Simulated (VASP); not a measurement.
# TaSnO3 (Pm-3m) in VASP: notebook

Runs on TaSnO3. Level: LDA+U. Tasks: single point.

Everything below comes from runs of VASP 6.6.1. Logs are shortened: lines on timing, memory, paths and dates and some standing lists are left out, and cuts for length are marked.

## (1) The cell of the first run

The structure is cubic, space group Pm-3m (No. 221). Conventional cell: a = 3.880 Å, b = 3.880 Å, c = 3.880 Å, α = 90.00°, β = 90.00°, γ = 90.00°. Ta (site symmetry m-3m) has 6 O at 1.94 Å within 2.6 Å. Within 3.6 Å of Sn (site symmetry m-3m) lie 12 O at 2.74 Å and 8 Ta at 3.36 Å. Within 2.6 Å of O (site symmetry 4/mmm) lie 2 Ta at 1.94 Å.

## (2) Single point, LDA+U, non-collinear spin, typed start, spin-orbit coupling

File INCAR:

```
SYSTEM = TaSnO3
  PREC = Accurate
  ENCUT = 520
  EDIFF = 1E-6
  ISMEAR = 0
  SIGMA = 0.05
  LREAL = .FALSE.
  LASPH = .TRUE.
  NELM = 150
  ALGO = Normal
  ISIF = 2
  LWAVE = .FALSE.
  LCHARG = .TRUE.
  MAGMOM = 0.707 0.707 0 0 0 0 0 0 0 0 0 0 0 0 0
  LORBIT = 11
  LSORBIT = .TRUE.
  GGA_COMPAT = .FALSE.
  LORBMOM = .TRUE.
  LMAXMIX = 4
  LDAU = .TRUE.
  LDAUTYPE = 1
  LDAUL = 2 -1 -1
  LDAUU = 7 0 0
  LDAUJ = 0.7 0 0
  LDAUPRINT = 1
  GGA = CA
  LVHAR = .TRUE.
  NBANDS = 58
```

File KPOINTS:

```
regular mesh
0
G
  5 5 5
  0 0 0
```

File POSCAR:

```
TaSnO3
1.0
    3.8800006200      0.0000000000      0.0000000000
    0.0000000000      3.8800006200      0.0000000000
    0.0000000000      0.0000000000      3.8800006200
Ta Sn O
1 1 3
Direct
    0.5000000000      0.5000000000      0.5000000000
    0.0000000000      0.0000000000      0.0000000000
    0.0000000000      0.5000000000      0.5000000000
    0.5000000000      0.0000000000      0.5000000000
    0.5000000000      0.5000000000      0.0000000000
```

Potentials or basis: VASP PAW LDA potentials, release 64 (Ta_pv, Sn_d, O).

Launch:

```sh
$ cat potpaw_LDA.64/Ta_pv/POTCAR potpaw_LDA.64/Sn_d/POTCAR potpaw_LDA.64/O/POTCAR > POTCAR
$ mpirun -np 1 vasp_ncl > vasp.out
```

OUTCAR:

```text
SYSTEM = TaSnO3
   PREC = Accurate
   ENCUT = 520
   EDIFF = 1E-6
   ISMEAR = 0
   LREAL = .FALSE.
   LASPH = .TRUE.
   NELM = 150
   ISIF = 2
   LORBIT = 11
   LSORBIT = .TRUE.
   GGA = CA

 ion  position               nearest neighbor table
   1  0.500  0.500  0.500-   3 1.94   4 1.94   5 1.94   5 1.94   4 1.94   3 1.94   2 3.36   2 3.36
                             2 3.36   2 3.36   2 3.36   2 3.36   2 3.36   2 3.36
   2  0.000  0.000  0.000-   3 2.74   4 2.74   5 2.74   3 2.74   4 2.74   3 2.74   5 2.74   3 2.74
                             4 2.74   5 2.74   4 2.74   5 2.74   1 3.36   1 3.36   1 3.36   1 3.36
   3  0.000  0.500  0.500-   1 1.94   1 1.94   2 2.74   2 2.74   2 2.74   2 2.74
   4  0.500  0.000  0.500-   1 1.94   1 1.94   2 2.74   2 2.74   2 2.74   2 2.74
   5  0.500  0.500  0.000-   1 1.94   1 1.94   2 2.74   2 2.74   2 2.74   2 2.74

  LATTYP: Found a simple cubic cell.
 ALAT       =     3.8800006200

  Lattice vectors:

 A1 = (   3.8800006200,   0.0000000000,   0.0000000000)
 A2 = (   0.0000000000,   3.8800006200,   0.0000000000)
 A3 = (   0.0000000000,   0.0000000000,   3.8800006200)

Analysis of symmetry for initial positions (statically):
=====================================================================
 Subroutine PRICEL returns:
 Original cell was already a primitive cell.

 Routine SETGRP: Setting up the symmetry group for a
 simple cubic supercell.

 Subroutine GETGRP returns: Found 48 space group operations
 (whereof 48 operations were pure point group operations)
 out of a pool of 48 trial point group operations.

The static configuration has the point symmetry O_h .

Analysis of symmetry for dynamics (positions and initial velocities):
=====================================================================
 Subroutine PRICEL returns:
 Original cell was already a primitive cell.

 Routine SETGRP: Setting up the symmetry group for a
 simple cubic supercell.

 Subroutine GETGRP returns: Found 48 space group operations
 (whereof 48 operations were pure point group operations)
 out of a pool of 48 trial point group operations.

The dynamic configuration has the point symmetry O_h .

Analysis of structural, dynamic, and magnetic symmetry:
=====================================================================
 Subroutine PRICEL returns:
 Original cell was already a primitive cell.

 Routine SETGRP: Setting up the symmetry group for a
 simple cubic supercell.

 Subroutine GETGRP returns: Found  4 space group operations
 (whereof  4 operations were pure point group operations)
 out of a pool of 48 trial point group operations.

[... 1645 lines left out ...]
  free  energy   TOTEN  =       -39.3016429910 eV

  energy  without entropy=      -39.2947893861  energy(sigma->0) =      -39.29821619

 orbital moment (x)

 # of ion     p       d       tot
 ----------------------------------------
  1         0.000  -0.007  -0.007
  2         0.000  -0.000   0.000
  3        -0.000   0.000  -0.000
  4        -0.000   0.000  -0.000
  5        -0.000   0.000  -0.000
 ----------------------------------------
           -0.000  -0.007  -0.008

 orbital moment (y)

 # of ion     p       d       tot
 ----------------------------------------
  1         0.000  -0.007  -0.007
  2         0.000  -0.000   0.000
  3        -0.000   0.000  -0.000
  4        -0.000   0.000  -0.000
  5        -0.000   0.000  -0.000
 ----------------------------------------
           -0.000  -0.007  -0.008

 orbital moment (z)

 # of ion     p       d       tot
 ----------------------------------------
  1        -0.000  -0.000  -0.000
  2        -0.000   0.000  -0.000
  3         0.000   0.000   0.000
  4        -0.000   0.000  -0.000
  5        -0.000   0.000  -0.000
 ----------------------------------------
           -0.000  -0.000  -0.000

 Spin-Orbit-Coupling matrix elements

 Ion:    1  E_soc:     -1.2364459
 l=   1
     0.0000000    -0.1912973    -0.1913015
    -0.1912973     0.0000000    -0.1912973
    -0.1913015    -0.1912973     0.0000000
 l=   2
     0.0000000    -0.0050192     0.0000000    -0.0050192    -0.0097551
    -0.0050192     0.0000000    -0.0072972    -0.0050782    -0.0024303
     0.0000000    -0.0072972     0.0000000    -0.0072972     0.0000000
    -0.0050192    -0.0050782    -0.0072972     0.0000000    -0.0024303
    -0.0097551    -0.0024303     0.0000000    -0.0024303     0.0000000
 l=   3
     0.0000000     0.0000000     0.0000000     0.0000000     0.0000000     0.0000000     0.0000000
     0.0000000     0.0000000     0.0000000     0.0000000     0.0000000     0.0000000     0.0000000
     0.0000000     0.0000000     0.0000000     0.0000000     0.0000000     0.0000000     0.0000000
     0.0000000     0.0000000     0.0000000     0.0000000     0.0000000     0.0000000     0.0000000
[... 69 lines left out ...]
 l=   2
     0.0000000     0.0000000     0.0000000     0.0000000     0.0000000
     0.0000000     0.0000000     0.0000000     0.0000000     0.0000000
     0.0000000     0.0000000     0.0000000     0.0000000     0.0000000
     0.0000000     0.0000000     0.0000000     0.0000000     0.0000000
     0.0000000     0.0000000     0.0000000     0.0000000     0.0000000
 l=   3
     0.0000000     0.0000000     0.0000000     0.0000000     0.0000000     0.0000000     0.0000000
     0.0000000     0.0000000     0.0000000     0.0000000     0.0000000     0.0000000     0.0000000
     0.0000000     0.0000000     0.0000000     0.0000000     0.0000000     0.0000000     0.0000000
     0.0000000     0.0000000     0.0000000     0.0000000     0.0000000     0.0000000     0.0000000
     0.0000000     0.0000000     0.0000000     0.0000000     0.0000000     0.0000000     0.0000000
     0.0000000     0.0000000     0.0000000     0.0000000     0.0000000     0.0000000     0.0000000
     0.0000000     0.0000000     0.0000000     0.0000000     0.0000000     0.0000000     0.0000000

 total charge

# of ion       s       p       d       tot
------------------------------------------
    1        0.386   6.442   2.130   8.958
    2        1.484   0.625  10.003  12.112
    3        1.576   3.532   0.000   5.108
    4        1.576   3.532   0.000   5.108
    5        1.576   3.532   0.000   5.108
--------------------------------------------------
tot          6.599  17.662  12.133  36.394

 magnetization (x)

# of ion       s       p       d       tot
------------------------------------------
    1        0.000   0.000   0.018   0.018
    2        0.000   0.002   0.000   0.003
    3        0.000   0.000   0.000   0.000
    4        0.000  -0.000   0.000  -0.000
    5        0.000  -0.000   0.000  -0.000
--------------------------------------------------
tot          0.001   0.002   0.018   0.021

 magnetization (y)

# of ion       s       p       d       tot
------------------------------------------
    1        0.000   0.000   0.018   0.018
    2        0.000   0.002   0.000   0.003
    3        0.000  -0.000   0.000  -0.000
    4        0.000   0.000   0.000   0.000
    5        0.000  -0.000   0.000  -0.000
--------------------------------------------------
tot          0.001   0.002   0.018   0.021

 magnetization (z)

# of ion       s       p       d       tot
------------------------------------------
    1        0.000   0.000   0.000   0.000
    2        0.000   0.000   0.000   0.000
    3       -0.000   0.000   0.000   0.000
    4        0.000  -0.000   0.000  -0.000
    5        0.000   0.000   0.000   0.000
--------------------------------------------------
tot          0.000   0.000   0.000   0.000
```

Run time: 3.2 min. Hardware: 1 thread of Intel Xeon 6975P-C (Granite Rapids), shared host; peak memory 0.36 GiB.

Results:

- Free energy: -39.3016 eV
- Pressure: 34.2 GPa
- Net moment: 0.04 μB per cell
- Valence electrons inside the program's atomic spheres: Ta 8.96; Sn 12.11; O 5.11

Moments on the atoms (μB; x, y, z):
```
Ta  0.02 0.02 0.00
Sn  0.00 0.00 0.00
O   0.00 0.00 0.00
O   0.00 0.00 0.00
O   0.00 0.00 0.00
```

Caveat: the cell stands under pressure. The state reached can hang on the start; a lower one may exist.

## (3) Single point, LDA+U, non-collinear spin, twin_end start, spin-orbit coupling

Changes to INCAR since step 2:

```diff
@@ -3,3 +3,3 @@
   ENCUT = 520
-  EDIFF = 1E-6
+  EDIFF = 1E-7
   ISMEAR = 0
@@ -13,3 +13,3 @@
   LCHARG = .TRUE.
-  MAGMOM = 0.707 0.707 0 0 0 0 0 0 0 0 0 0 0 0 0
+  MAGMOM = -0.06 -0.06 0 0 0 0 -0.01 0.01 0 0.01 -0.01 0 -0.04 -0.04 0
   LORBIT = 11
```

KPOINTS is that of step 2.

POSCAR is that of step 2.

Potentials or basis: VASP PAW LDA potentials, release 64 (Ta_pv, Sn_d, O).

Launch:

```sh
$ cat potpaw_LDA.64/Ta_pv/POTCAR potpaw_LDA.64/Sn_d/POTCAR potpaw_LDA.64/O/POTCAR > POTCAR
$ mpirun -np 1 vasp_ncl > vasp.out
```

Run time: 5.1 min. Hardware: 1 thread of Intel Xeon 6975P-C (Granite Rapids), shared host; peak memory 0.37 GiB.

Results (log left out):

| Property | Result |
| --- | --- |
| Free energy | -39.3016 eV |
| Pressure | 34.2 GPa |
| Net moment | 0.04 μB per cell |
| Valence electrons inside the program's atomic spheres | Ta 8.96; Sn 12.11; O 5.11 |

Moments on the atoms (μB; x, y, z):
```
Ta  -0.02 -0.02  0.00
Sn   0.00  0.00  0.00
O    0.00  0.00  0.00
O    0.00  0.00  0.00
O    0.00  0.00  0.00
```

Caveat: the cell stands under pressure.
